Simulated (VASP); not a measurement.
# Nb3BN4 (P-43m) in VASP: notebook

The runs below take Nb3BN4 through single point, relaxation of cell and atoms, with PBE.

Program: VASP 6.6.1. These are calculated values, not measurements. Logs are shortened: lines on timing, memory, paths and dates and some standing lists are left out, and cuts for length are marked.

## Step 1: The cell of the first run

The structure is cubic, space group P-43m (No. 215). The conventional cell has a = 4.489 Å, b = 4.489 Å, c = 4.489 Å, α = 90.00°, β = 90.00°, γ = 90.00°. Within 2.6 Å of Nb (site symmetry -42m) lie 4 N at 1.94 Å. B (site symmetry -43m) has 4 N at 1.96 Å within 2.6 Å. N (site symmetry 3m) has 3 Nb at 1.94 Å and 1 B at 1.96 Å within 2.6 Å.

The cell was built from a structure type or drawn by symmetry, and may not be a known phase.

## Step 2: Single point, PBE

Contents of INCAR:

```
PREC = Accurate
ENCUT = 520
EDIFF = 1E-6
ISMEAR = 0
SIGMA = 0.1
LREAL = False
LASPH = True
NELM = 100
ALGO = Normal
ISIF = 2
LWAVE = False
LCHARG = True
GGA = PE
LELF = True
LVHAR = True
NBANDS = 41
```

Contents of KPOINTS:

```
regular mesh
0
Gamma
  4 4 4
```

Contents of POSCAR:

```
Nb3BN4
1.0
    4.4889053600      0.0000000000      0.0000000000
    0.0000000000      4.4889053600      0.0000000000
    0.0000000000      0.0000000000      4.4889053600
Nb B N
3 1 4
Direct
    0.0000000000      0.5000000000      0.5000000000
    0.5000000000      0.5000000000      0.0000000000
    0.5000000000      0.0000000000      0.5000000000
    0.0000000000      0.0000000000      0.0000000000
    0.2526776800      0.7473223200      0.7473223200
    0.7473223200      0.7473223200      0.2526776800
    0.7473223200      0.2526776800      0.7473223200
    0.2526776800      0.2526776800      0.2526776800
```

Potentials or basis: VASP PAW PBE potentials, release 64 (Nb_sv, B, N).

The run is started by

```sh
cat potpaw_PBE.64/Nb_sv/POTCAR potpaw_PBE.64/B/POTCAR potpaw_PBE.64/N/POTCAR > POTCAR
mpirun -np 1 vasp_std > vasp.out
```

OUTCAR:

```text
PREC = Accurate
   ENCUT = 520
   EDIFF = 1E-6
   ISMEAR = 0
   LREAL = False
   LASPH = True
   NELM = 100
   ISIF = 2
   GGA = PE

 ion  position               nearest neighbor table
   1  0.000  0.500  0.500-   5 1.94   6 1.94   7 1.94   8 1.94
   2  0.500  0.500  0.000-   5 1.94   6 1.94   7 1.94   8 1.94
   3  0.500  0.000  0.500-   5 1.94   6 1.94   7 1.94   8 1.94
   4  0.000  0.000  0.000-   5 1.96   6 1.96   7 1.96   8 1.96
   5  0.253  0.747  0.747-   2 1.94   1 1.94   3 1.94   4 1.96
   6  0.747  0.747  0.253-   2 1.94   1 1.94   3 1.94   4 1.96
   7  0.747  0.253  0.747-   2 1.94   1 1.94   3 1.94   4 1.96
   8  0.253  0.253  0.253-   2 1.94   1 1.94   3 1.94   4 1.96

  LATTYP: Found a simple cubic cell.
 ALAT       =     4.4889053600

  Lattice vectors:

 A1 = (   4.4889053600,   0.0000000000,   0.0000000000)
 A2 = (   0.0000000000,   4.4889053600,   0.0000000000)
 A3 = (   0.0000000000,   0.0000000000,   4.4889053600)

Analysis of symmetry for initial positions (statically):
=====================================================================
 Subroutine PRICEL returns:
 Original cell was already a primitive cell.

 Routine SETGRP: Setting up the symmetry group for a
 simple cubic supercell.

 Subroutine GETGRP returns: Found 24 space group operations
 (whereof 24 operations were pure point group operations)
 out of a pool of 48 trial point group operations.

The static configuration has the point symmetry T_d .

Analysis of symmetry for dynamics (positions and initial velocities):
=====================================================================
 Subroutine PRICEL returns:
 Original cell was already a primitive cell.

 Routine SETGRP: Setting up the symmetry group for a
 simple cubic supercell.

 Subroutine GETGRP returns: Found 24 space group operations
 (whereof 24 operations were pure point group operations)
 out of a pool of 48 trial point group operations.

The dynamic configuration has the point symmetry T_d .

 Subroutine INISYM returns: Found 24 space group operations
 (whereof 24 operations are pure point group operations),
 and found     1 'primitive' translations

----------------------------------------------------------------------------------------

                                     Primitive cell

  volume of cell :      90.4527

  direct lattice vectors                    reciprocal lattice vectors
     4.488905360  0.000000000  0.000000000     0.222771460  0.000000000  0.000000000
     0.000000000  4.488905360  0.000000000     0.000000000  0.222771460  0.000000000
     0.000000000  0.000000000  4.488905360     0.000000000  0.000000000  0.222771460

  length of vectors
     4.488905360  4.488905360  4.488905360     0.222771460  0.222771460  0.222771460

  position of ions in fractional coordinates (direct lattice)
     0.000000000  0.500000000  0.500000000
     0.500000000  0.500000000  0.000000000
     0.500000000  0.000000000  0.500000000
     0.000000000  0.000000000  0.000000000
     0.252677680  0.747322320  0.747322320
     0.747322320  0.747322320  0.252677680
     0.747322320  0.252677680  0.747322320
     0.252677680  0.252677680  0.252677680

  ion indices of the primitive-cell ions
   primitive index   ion index
                 1           1
                 2           2
                 3           3
                 4           4
                 5           5
                 6           6
                 7           7
                 8           8

----------------------------------------------------------------------------------------

 KPOINTS: regular mesh

Automatic generation of k-mesh.
 Grid dimensions read from file:
 generate k-points for:    4    4    4

 Generating k-lattice:

  Cartesian coordinates                     Fractional coordinates (reciprocal lattice)
     0.055692865  0.000000000  0.000000000     0.250000000  0.000000000  0.000000000
     0.000000000  0.055692865  0.000000000     0.000000000  0.250000000  0.000000000
     0.000000000  0.000000000  0.055692865     0.000000000  0.000000000  0.250000000

  Length of vectors
     0.055692865  0.055692865  0.055692865

  Shift w.r.t. Gamma in fractional coordinates (k-lattice)
     0.000000000  0.000000000  0.000000000

 Subroutine IBZKPT returns following result:
 ===========================================

 Found     10 irreducible k-points:

 Following reciprocal coordinates:
            Coordinates               Weight
  0.000000  0.000000  0.000000      1.000000
  0.250000  0.000000  0.000000      6.000000
  0.500000  0.000000  0.000000      3.000000
  0.250000  0.250000  0.000000     12.000000
  0.500000  0.250000  0.000000     12.000000
  0.500000  0.500000  0.000000      3.000000
  0.250000  0.250000  0.250000      8.000000
  0.500000  0.250000  0.250000     12.000000
  0.500000  0.500000  0.250000      6.000000
  0.500000  0.500000  0.500000      1.000000
   k-points           NKPTS =     10   k-points in BZ     NKDIM =     10   number of bands    NBANDS=     41
   number of dos      NEDOS =    301   number of ions     NIONS =      8
   total plane-waves  NPLWV =  46656
   dimension x,y,z NGX =    36 NGY =   36 NGZ =   36
   dimension x,y,z NGXF=    72 NGYF=   72 NGZF=   72
   ions per type =               3   1   4
   NGX,Y,Z   is equivalent  to a cutoff of  13.33, 13.33, 13.33 a.u.
   NGXF,Y,Z  is equivalent  to a cutoff of  26.67, 26.67, 26.67 a.u.
 SYSTEM =  unknown system
   PREC   = accura    normal or accurate (medium, high low for compatibility)
   ISTART =      0    job   : 0-new  1-cont  2-samecut
   ICHARG =      2    charge: 1-file 2-atom 10-const
   ISPIN  =      1    spin polarized calculation?
   LNONCOLLINEAR =      F non collinear calculations
   LSORBIT =      F    spin-orbit coupling
   LASPH  =      T    aspherical Exc in radial PAW
   ENCUT  =  520.0 eV  38.22 Ry    6.18 a.u.   8.35  8.35  8.35*2*pi/ulx,y,z
   NELM   =    100;   NELMIN=  2; NELMDL= -5     # of ELM steps
   EDIFF  = 0.1E-05   stopping-criterion for ELM
   LREAL  =      F    real-space projection
   EDIFFG = 0.1E-04   stopping-criterion for IOM
   NSW    =      0    number of steps for IOM
   IBRION =     -1    ionic relax: 0-MD 1-quasi-New 2-CG
   NFREE  =      0    steps in history (QN), initial steepest desc. (CG)
   ISIF   =      2    stress and relaxation
   ISYM   =      2    0-nonsym 1-usesym 2-fastsym
   POTIM  = 0.5000    time-step for ionic-motion
   TEBEG  =    0.0;   TEEND  =   0.0 temperature during run
   PSTRESS=    0.0 pullay stress
   NELECT =      62.0000    total number of electrons
   NUPDOWN=      -1.0000    fix difference up-down
   EMIN   =  10.00;   EMAX   =-10.00  energy-range for DOS
   EFERMI =   0.00;   METHOD = LEGACY
   ISMEAR =     0;   SIGMA  =   0.10  broadening in eV -4-tet -1-fermi 0-gaus
   EFERMI_NEDOS =   21; number of points for ismear=-14 and -15
   IALGO  =     38    algorithm
   IMIX   =      4    mixing-type and parameters
     AMIX     =   0.40;   BMIX     =  1.00
     AMIX_MAG =   1.60;   BMIX_MAG =  1.00
  volume/ion in A,a.u.               =      11.31        76.30
  Fermi-wavevector in a.u.,A,eV,Ry     =   1.443438  2.727703 28.347938  2.083515
  Thomas-Fermi vector in A             =   2.561846
   LORBIT       =      0    0 simple, 1 ext, 2 COOP (PROOUT), +10 PAW based schemes
   GGA     = PE    functional components
   LHFCALC =     F    Hartree Fock is set to
   AEXX    =    0.0000 exact exchange contribution
   IVDW    =     0    specifies the selected vdW correction
   LEPSILON=     F    determine dielectric tensor
   LRPA    =     F    only Hartree local field effects (RPA)
 non-spin polarized calculation
 Gauss-broadening in eV      SIGMA  =   0.10
  energy-cutoff  :      520.00
  volume of cell :       90.45
 maximum number of plane-waves:      2469
 NGX is ok and might be reduce to    36
   NGX = 17   NGY = 17   NGZ = 17

 number of electron      62.0000010 magnetization

 Free energy of the ion-electron system (eV)
  ---------------------------------------------------
  ext. energy  EPLUGINS =         0.00000000
  ---------------------------------------------------
  free energy    TOTEN  =       -70.40630687 eV

  energy without entropy =      -70.37914662  energy(sigma->0) =      -70.39272674

 E-fermi :  10.2572     XC(G=0): -12.0979

 val. band max:       10.2395924771   @ k =   0.5000   0.2500   0.0000
 cond. band min:      10.2789912301   @ k =   0.5000   0.5000   0.0000
 fundamental gap:      0.0393987531
 Fermi energy:        10.2572034479

 k-point     1 :       0.0000    0.0000    0.0000
  band No.  band energies     occupation
      1     -45.3905      2.00000
      2     -45.2694      2.00000
      3     -45.2694      2.00000
      4     -22.1054      2.00000
      5     -22.1054      2.00000
      6     -22.1054      2.00000
[... 33 lines left out ...]
     40      14.1687      0.00000
     41      14.1689      0.00000

 k-point     2 :       0.2500    0.0000    0.0000
  band No.  band energies     occupation
      1     -45.3751      2.00000
      2     -45.2848      2.00000
      3     -45.2693      2.00000
      4     -22.0571      2.00000
      5     -22.0571      2.00000
      6     -22.0082      2.00000
[... 33 lines left out ...]
     40      14.5230      0.00000
     41      14.5801      0.00000

 k-point     3 :       0.5000    0.0000    0.0000
  band No.  band energies     occupation
      1     -45.3502      2.00000
      2     -45.3098      2.00000
      3     -45.2691      2.00000
      4     -21.9972      2.00000
      5     -21.9972      2.00000
      6     -21.7667      2.00000
[... 259 lines left out ...]
      2     -45.3093      2.00000
      3     -45.3093      2.00000
      4     -22.2598      2.00000
      5     -21.9612      2.00000
      6     -21.8721      2.00000
[... 33 lines left out ...]
     40      15.0106      0.00000
     41      15.0541      0.00000

 k-point    10 :       0.5000    0.5000    0.5000
  band No.  band energies     occupation
      1     -45.3092      2.00000
      2     -45.3092      2.00000
      3     -45.3092      2.00000
      4     -22.3657      2.00000
      5     -21.9537      2.00000
      6     -21.9537      2.00000
[... 33 lines left out ...]
     40      15.2821      0.00000
     41      15.5520      0.00000

------------------------ aborting loop because EDIFF is reached ----------------------------------------

  FORCE on cell =-STRESS in cart. coord.  units (eV):
  Direction    XX          YY          ZZ          XY          YZ          ZX
  --------------------------------------------------------------------------------------
  -------------------------------------------------------------------------------------
  Total       17.9678854     17.9678854     17.9678854     -0.0000000      0.0000000     -0.0000000
  in kB      318.2630383    318.2630383    318.2630383     -0.0000000      0.0000000     -0.0000000
  external PRESSURE =     318.2630383 kB  Pullay stress =       0.0000000 kB

 VOLUME and BASIS-vectors are now :
 -----------------------------------------------------------------------------
  energy-cutoff  :      520.00
  volume of cell :       90.45
      direct lattice vectors                 reciprocal lattice vectors
     4.488905360  0.000000000  0.000000000     0.222771460  0.000000000  0.000000000
     0.000000000  4.488905360  0.000000000     0.000000000  0.222771460  0.000000000
     0.000000000  0.000000000  4.488905360     0.000000000  0.000000000  0.222771460

 POSITION                                       TOTAL-FORCE (eV/Angst)
 -----------------------------------------------------------------------------------
      0.00000      2.24445      2.24445         0.000000      0.000000      0.000000
      2.24445      2.24445      0.00000         0.000000      0.000000      0.000000
      2.24445      0.00000      2.24445         0.000000      0.000000      0.000000
      0.00000      0.00000      0.00000         0.000000      0.000000      0.000000
      1.13425      3.35466      3.35466        -2.611250      2.611250      2.611250
      3.35466      3.35466      1.13425         2.611250      2.611250     -2.611250
      3.35466      1.13425      3.35466         2.611250     -2.611250      2.611250
      1.13425      1.13425      1.13425        -2.611250     -2.611250     -2.611250
 -----------------------------------------------------------------------------------
    total drift:                                0.000000      0.000000     -0.000000

  FREE ENERGIE OF THE ION-ELECTRON SYSTEM (eV)
  ---------------------------------------------------
  free  energy   TOTEN  =       -70.4063068663 eV

  energy  without entropy=      -70.3791466221  energy(sigma->0) =      -70.39272674
```

Run time: 24 s. Hardware: 1 thread of Intel Xeon 6975P-C (Granite Rapids), shared host; peak memory 0.21 GiB.

Results:

```
Free energy            : -70.4063 eV
Pressure               : 31.8 GPa
Largest force          : 4.523 eV/Å
Band gap on the k mesh : zero (bands 31 and 32 overlap by 1.50 eV)
```

Forces in eV/Å, atoms in the order of the input:
```
Nb   0.000  0.000  0.000
Nb   0.000  0.000  0.000
Nb   0.000  0.000  0.000
B    0.000  0.000  0.000
N   -2.611  2.611  2.611
N    2.611  2.611 -2.611
N    2.611 -2.611  2.611
N   -2.611 -2.611 -2.611
```

Caveat: the cell stands under pressure; forces of over 1 eV/Å act on the atoms, so gaps and moduli don't describe the material at rest.

(Part 1 of 3 ends here.)
